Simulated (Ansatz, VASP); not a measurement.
## CdS: VASP beside Ansatz

```
Cd S
1.0
     0.00000    2.65584    2.65584
     2.65584    0.00000    2.65584
     2.65584    2.65584    0.00000
Cd S
1 1
Direct
  0.00000 0.00000 0.00000
  0.25000 0.25000 0.25000
```

Change from the starting cell: volume scaled by 0.72, LAPW.

Alike in both runs: task single point; functional PBE; k mesh 13 × 13 × 13; occupations fermi-dirac, width 0.05 eV; no spin polarisation.

|  | VASP | Ansatz |
| --- | --- | --- |
| version | VASP 6.6.1 | Ansatz 0.2.0 |
| potentials or method | VASP PAW PBE potentials, release 64 (Cd, S), cutoff 520 eV | all-electron LAPW, scalar-relativistic |

VASP gave:

* pressure (GPa): 38.4

Question: Estimate Ansatz's values.

Answer: Pressure (GPa): 37.3.

Both programs put the cell under a high pressure, so it lies far from rest at this level. Ansatz ran all-electron here, and VASP with PAW potentials.
